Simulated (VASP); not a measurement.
# Ca (Pm-3m) in VASP: further runs

The runs below take Ca through single point, with PBEsol.

Everything below comes from runs of VASP 6.6.1. Logs are shortened: lines on timing, memory, paths and dates and some standing lists are left out, and cuts for length are marked.

### Step 1. The cell of the first run

Symmetry: Pm-3m, No. 221, cubic system. The conventional cell has a = 2.562 Å, b = 2.562 Å, c = 2.562 Å, α = 90.00°, β = 90.00°, γ = 90.00°. Within 3.4 Å of Ca (site symmetry m-3m) lie 6 Ca at 2.56 Å.

### Step 2. Single point, PBEsol

File INCAR:

```
  PREC = Accurate
  ENCUT = 500
  EDIFF = 1E-6
  ISMEAR = 1
  SIGMA = 0.05
  LREAL = False
  LASPH = True
  NELM = 120
  ALGO = Normal
  ISIF = 2
  LWAVE = False
  LCHARG = False
  GGA = PS
  NBANDS = 11
  GGA_COMPAT = False
```

File KPOINTS:

```
regular mesh
0
Gamma
  11 11 11
```

File POSCAR:

```
Ca
1.0
    2.5616176743      0.0000000000      0.0000000000
    0.0000000000      2.5616176743      0.0000000000
    0.0000000000      0.0000000000      2.5616176743
Ca
1
Direct
    0.0000000000      0.0000000000      0.0000000000
```

Potentials or basis: VASP PAW PBE potentials, release 64 (Ca_sv).

The run is started by

```console
$ cat potpaw_PBE.64/Ca_sv/POTCAR > POTCAR
$ mpirun -np 1 vasp_std > vasp.out
```

OUTCAR:

```text
PREC = Accurate
   ENCUT = 500
   EDIFF = 1E-6
   ISMEAR = 1
   LREAL = False
   LASPH = True
   NELM = 120
   ISIF = 2
   GGA = PS

 ion  position               nearest neighbor table
   1  0.000  0.000  0.000-

  LATTYP: Found a simple cubic cell.
 ALAT       =     2.5616176743

  Lattice vectors:

 A1 = (   2.5616176743,   0.0000000000,   0.0000000000)
 A2 = (   0.0000000000,   2.5616176743,   0.0000000000)
 A3 = (   0.0000000000,   0.0000000000,   2.5616176743)

Analysis of symmetry for initial positions (statically):
=====================================================================
 Subroutine PRICEL returns:
 Original cell was already a primitive cell.

 Routine SETGRP: Setting up the symmetry group for a
 simple cubic supercell.

 Subroutine GETGRP returns: Found 48 space group operations
 (whereof 48 operations were pure point group operations)
 out of a pool of 48 trial point group operations.

The static configuration has the point symmetry O_h .

Analysis of symmetry for dynamics (positions and initial velocities):
=====================================================================
 Subroutine PRICEL returns:
 Original cell was already a primitive cell.

 Routine SETGRP: Setting up the symmetry group for a
 simple cubic supercell.

 Subroutine GETGRP returns: Found 48 space group operations
 (whereof 48 operations were pure point group operations)
 out of a pool of 48 trial point group operations.

The dynamic configuration has the point symmetry O_h .

 Subroutine INISYM returns: Found 48 space group operations
 (whereof 48 operations are pure point group operations),
 and found     1 'primitive' translations

----------------------------------------------------------------------------------------

                                     Primitive cell

  volume of cell :      16.8090

  direct lattice vectors                    reciprocal lattice vectors
     2.561617674  0.000000000  0.000000000     0.390378318  0.000000000  0.000000000
     0.000000000  2.561617674  0.000000000     0.000000000  0.390378318  0.000000000
     0.000000000  0.000000000  2.561617674     0.000000000  0.000000000  0.390378318

  length of vectors
     2.561617674  2.561617674  2.561617674     0.390378318  0.390378318  0.390378318

  position of ions in fractional coordinates (direct lattice)
     0.000000000  0.000000000  0.000000000

  ion indices of the primitive-cell ions
   primitive index   ion index
                 1           1

----------------------------------------------------------------------------------------

 KPOINTS: regular mesh

Automatic generation of k-mesh.
 Grid dimensions read from file:
 generate k-points for:   11   11   11

 Generating k-lattice:

  Cartesian coordinates                     Fractional coordinates (reciprocal lattice)
     0.035488938  0.000000000  0.000000000     0.090909091  0.000000000  0.000000000
     0.000000000  0.035488938  0.000000000     0.000000000  0.090909091  0.000000000
     0.000000000  0.000000000  0.035488938     0.000000000  0.000000000  0.090909091

  Length of vectors
     0.035488938  0.035488938  0.035488938

  Shift w.r.t. Gamma in fractional coordinates (k-lattice)
     0.000000000  0.000000000  0.000000000

 Subroutine IBZKPT returns following result:
 ===========================================

 Found     56 irreducible k-points:

 Following reciprocal coordinates:
            Coordinates               Weight
  0.000000  0.000000  0.000000      1.000000
  0.090909  0.000000  0.000000      6.000000
  0.181818  0.000000  0.000000      6.000000
  0.272727  0.000000  0.000000      6.000000
  0.363636  0.000000  0.000000      6.000000
  0.454545  0.000000  0.000000      6.000000
[... 16 lines left out ...]
  0.181818  0.090909  0.090909     24.000000
  0.272727  0.090909  0.090909     24.000000
 [... further k-points ...]
   k-points           NKPTS =     56   k-points in BZ     NKDIM =     56   number of bands    NBANDS=     11
   number of dos      NEDOS =    301   number of ions     NIONS =      1
   total plane-waves  NPLWV =   8000
   dimension x,y,z NGX =    20 NGY =   20 NGZ =   20
   dimension x,y,z NGXF=    40 NGYF=   40 NGZF=   40
   ions per type =               1
   NGX,Y,Z   is equivalent  to a cutoff of  12.98, 12.98, 12.98 a.u.
   NGXF,Y,Z  is equivalent  to a cutoff of  25.96, 25.96, 25.96 a.u.
 SYSTEM =  unknown system
   PREC   = accura    normal or accurate (medium, high low for compatibility)
   ISTART =      0    job   : 0-new  1-cont  2-samecut
   ICHARG =      2    charge: 1-file 2-atom 10-const
   ISPIN  =      1    spin polarized calculation?
   LNONCOLLINEAR =      F non collinear calculations
   LSORBIT =      F    spin-orbit coupling
   LASPH  =      T    aspherical Exc in radial PAW
   ENCUT  =  500.0 eV  36.75 Ry    6.06 a.u.   4.67  4.67  4.67*2*pi/ulx,y,z
   NELM   =    120;   NELMIN=  2; NELMDL= -5     # of ELM steps
   EDIFF  = 0.1E-05   stopping-criterion for ELM
   LREAL  =      F    real-space projection
   EDIFFG = 0.1E-04   stopping-criterion for IOM
   NSW    =      0    number of steps for IOM
   IBRION =     -1    ionic relax: 0-MD 1-quasi-New 2-CG
   NFREE  =      0    steps in history (QN), initial steepest desc. (CG)
   ISIF   =      2    stress and relaxation
   ISYM   =      2    0-nonsym 1-usesym 2-fastsym
   POTIM  = 0.5000    time-step for ionic-motion
   TEBEG  =    0.0;   TEEND  =   0.0 temperature during run
   PSTRESS=    0.0 pullay stress
   NELECT =      10.0000    total number of electrons
   NUPDOWN=      -1.0000    fix difference up-down
   EMIN   =  10.00;   EMAX   =-10.00  energy-range for DOS
   EFERMI =   0.00;   METHOD = LEGACY
   ISMEAR =     1;   SIGMA  =   0.05  broadening in eV -4-tet -1-fermi 0-gaus
   EFERMI_NEDOS =   21; number of points for ismear=-14 and -15
   IALGO  =     38    algorithm
   IMIX   =      4    mixing-type and parameters
     AMIX     =   0.40;   BMIX     =  1.00
     AMIX_MAG =   1.60;   BMIX_MAG =  1.00
  volume/ion in A,a.u.               =      16.81       113.43
  Fermi-wavevector in a.u.,A,eV,Ry     =   1.376873  2.601913 25.793639  1.895779
  Thomas-Fermi vector in A             =   2.502078
   LORBIT       =      0    0 simple, 1 ext, 2 COOP (PROOUT), +10 PAW based schemes
   GGA     = PS    functional components
   LHFCALC =     F    Hartree Fock is set to
   AEXX    =    0.0000 exact exchange contribution
   IVDW    =     0    specifies the selected vdW correction
   LEPSILON=     F    determine dielectric tensor
   LRPA    =     F    only Hartree local field effects (RPA)
 non-spin polarized calculation
 Methfessel and Paxton  Order N= 1 SIGMA  =   0.05
  energy-cutoff  :      500.00
  volume of cell :       16.81
 maximum number of plane-waves:       449
 NGX is ok and might be reduce to    20
   NGX =  9   NGY =  9   NGZ =  9

 number of electron      10.0000001 magnetization

 Free energy of the ion-electron system (eV)
  ---------------------------------------------------
  ext. energy  EPLUGINS =         0.00000000
  ---------------------------------------------------
  free energy    TOTEN  =         0.06004119 eV

  energy without entropy =        0.06014985  energy(sigma->0) =        0.06007741

 E-fermi :   6.7991     XC(G=0): -11.4252

 val. band max:        6.7617636346   @ k =   0.4545   0.4545   0.3636
 cond. band min:       6.8017507585   @ k =   0.4545   0.0000   0.0000
 fundamental gap:      0.0399871239
 Fermi energy:         6.7991136288

 k-point     1 :       0.0000    0.0000    0.0000
  band No.  band energies     occupation
      1     -34.6098      2.00000
      2     -14.0423      2.00000
      3     -14.0423      2.00000
      4     -14.0423      2.00000
      5       2.7251      2.00000
      6       6.6571      2.00044
      7       6.6571      2.00044
      8      15.1282      0.00000
      9      15.1282      0.00000
     10      15.1282      0.00000
     11      24.6499      0.00000

 k-point     2 :       0.0909    0.0000    0.0000
  band No.  band energies     occupation
      1     -34.5685      2.00000
      2     -14.3085      2.00000
      3     -14.0200      2.00000
      4     -14.0200      2.00000
      5       3.0074      2.00000
      6       6.7422      2.06832
      7       6.9738     -0.00001
      8      14.7334      0.00000
      9      14.7334      0.00000
     10      15.1556      0.00000
     11      23.3628      0.00000

 k-point     3 :       0.1818    0.0000    0.0000
  band No.  band energies     occupation
      1     -34.4555      2.00000
      2     -14.9818      2.00000
      3     -13.9594      2.00000
      4     -13.9594      2.00000
      5       3.7339      2.00000
      6       6.9799     -0.00000
      7       7.8226      0.00000
      8      13.8156      0.00000
      9      13.8156      0.00000
     10      15.2299      0.00000
     11      21.2373      0.00000

 k-point     4 :       0.2727    0.0000    0.0000
  band No.  band energies     occupation
      1     -34.3024      2.00000
      2     -15.7932      2.00000
      3     -13.8788      2.00000
      4     -13.8788      2.00000
      5       4.7074      2.00000
      6       7.3149     -0.00000
      7       8.7896      0.00000
      8      12.8125      0.00000
      9      12.8125      0.00000
     10      15.3290      0.00000
     11      19.6382      0.00000

 k-point     5 :       0.3636    0.0000    0.0000
  band No.  band energies     occupation
      1     -34.1562      2.00000
      2     -16.4857      2.00000
      3     -13.8035      2.00000
      4     -13.8035      2.00000
      5       5.8019      2.00000
      6       7.6515     -0.00000
      7       9.1782      0.00000
      8      12.0162      0.00000
      9      12.0162      0.00000
     10      15.4218      0.00000
     11      19.1309      0.00000
[... 211 lines left out ...]
 k-point    21 :       0.4545    0.4545    0.0000
  band No.  band energies     occupation
      1     -33.5645      2.00000
      2     -16.3272      2.00000
      3     -16.3171      2.00000
      4     -13.5007      2.00000
      5       3.8691      2.00000
      6       8.9624      0.00000
      7      12.4258      0.00000
      8      12.4567      0.00000
      9      14.6327      0.00000
     10      14.7519      0.00000
     11      17.4602      0.00000

 k-point    22 :       0.0909    0.0909    0.0909
  band No.  band energies     occupation
      1     -34.4865      2.00000
      2     -14.3052      2.00000
      3     -14.2361      2.00000
      4     -14.2361      2.00000
      5       3.5533      2.00000
      6       7.2538     -0.00000
      7       7.2538     -0.00000
      8      14.2003      0.00000
      9      14.4306      0.00000
     10      14.4306      0.00000
     11      24.1914      0.00000

 k-point    23 :       0.1818    0.0909    0.0909
  band No.  band energies     occupation
      1     -34.3746      2.00000
      2     -14.9255      2.00000
      3     -14.2101      2.00000
      4     -14.1714      2.00000
      5       4.2338      2.00000
      6       7.4824     -0.00000
      7       8.0846      0.00000
      8      13.4018      0.00000
      9      13.4177      0.00000
     10      14.4876      0.00000
     11      22.0531      0.00000

 k-point    24 :       0.2727    0.0909    0.0909
  band No.  band energies     occupation
      1     -34.2232      2.00000
      2     -15.7236      2.00000
      3     -14.1213      2.00000
      4     -14.0852      2.00000
      5       5.1204      2.00000
      6       7.8111      0.00000
      7       8.9134      0.00000
      8      12.3129      0.00000
      9      12.7519      0.00000
     10      14.6205      0.00000
     11      20.3113      0.00000

 [... further k-points ...]
[... 5 lines left out ...]
  --------------------------------------------------------------------------------------
  -------------------------------------------------------------------------------------
  Total        4.8351433      4.8351433      4.8351433     -0.0000000      0.0000000     -0.0000000
  in kB      460.8684718    460.8684718    460.8684718     -0.0000000      0.0000000     -0.0000000
  external PRESSURE =     460.8684718 kB  Pullay stress =       0.0000000 kB

 VOLUME and BASIS-vectors are now :
 -----------------------------------------------------------------------------
  energy-cutoff  :      500.00
  volume of cell :       16.81
      direct lattice vectors                 reciprocal lattice vectors
     2.561617674  0.000000000  0.000000000     0.390378318  0.000000000  0.000000000
     0.000000000  2.561617674  0.000000000     0.000000000  0.390378318  0.000000000
     0.000000000  0.000000000  2.561617674     0.000000000  0.000000000  0.390378318

 POSITION                                       TOTAL-FORCE (eV/Angst)
 -----------------------------------------------------------------------------------
      0.00000      0.00000      0.00000         0.000000      0.000000      0.000000
 -----------------------------------------------------------------------------------
    total drift:                               -0.000000      0.000000      0.000000

  FREE ENERGIE OF THE ION-ELECTRON SYSTEM (eV)
  ---------------------------------------------------
  free  energy   TOTEN  =         0.0600411934 eV

  energy  without entropy=        0.0601498454  energy(sigma->0) =        0.06007741
```

Run time: 4 s. Hardware: 1 thread of Intel Xeon 6975P-C (Granite Rapids), shared host; peak memory 0.13 GiB.

Results:

```yaml
Free_energy: 0.0600 eV
Pressure: 46.1 GPa
Band_gap_on_the_k_mesh: zero (band 5 reaches 7.15 eV, above the bottom of band 6 at 6.25 eV)
```

Levels at points of the mesh, in eV from the Fermi level:
```
           k point  band 2  band 3  band 4  band 5  band 6  band 7  band 8  band 9
(0.00, 0.00, 0.00)  -20.84  -20.84  -20.84   -4.07   -0.14   -0.14    8.33    8.33
```

Caveat: the PAW data sets were made with another functional, which shifts forces and pressure a little.

### Step 3. Single point, PBEsol

This run uses another cell than the first one, of 17.17 Å³/atom, 1.021 times its volume.

File INCAR:

```
PREC     = Accurate       # precision mode
ENCUT    = 500            # plane-wave cutoff, eV
EDIFF    = 1E-6           # SCF threshold, eV
ISMEAR   = 1              # smearing method
SIGMA    = 0.05           # smearing width, eV
LREAL    = F              # projectors in reciprocal space
LASPH    = T              # aspherical terms in the spheres
NELM     = 120            # most SCF steps
ALGO     = Normal         # electronic algorithm
ISIF     = 2              # what is computed and relaxed
LWAVE    = F              # write WAVECAR
LCHARG   = T              # write CHGCAR
GGA      = PS             # functional
LELF     = T              # ELF
LVHAR    = T            
NBANDS   = 11             # bands
GGA_COMPAT= F
```

File KPOINTS:

```
Automatic mesh
0
Gamma
  11 11 11
```

File POSCAR:

```
Ca
1.0
    2.5796578297      0.0000000000      0.0000000000
    0.0000000000      2.5796578297      0.0000000000
    0.0000000000      0.0000000000      2.5796578297
Ca
1
Direct
    0.0000000000      0.0000000000      0.0000000000
```

Potentials or basis: VASP PAW PBE potentials, release 64 (Ca_sv).

The run is started by

```console
$ cat potpaw_PBE.64/Ca_sv/POTCAR > POTCAR
$ mpirun -np 1 vasp_std > vasp.out
```

It took 3.7 s on 1 thread of Intel Xeon 6975P-C (Granite Rapids), shared host; peak memory 0.12 GiB.

It converged, with:

```
Free energy            : -0.0402 eV
Pressure               : 43.4 GPa
Band gap on the k mesh : zero (band 5 reaches 6.92 eV, above the bottom of band 6 at 6.15 eV)
```

Levels at points of the mesh, in eV from the Fermi level:
```tsv
k point	band 3	band 4	band 5	band 6	band 7	band 8
(0.00, 0.00, 0.00)	-20.93	-20.93	-4.16	-0.13	-0.13	8.17
```

Caveat: the PAW data sets were made with another functional, which shifts forces and pressure a little.
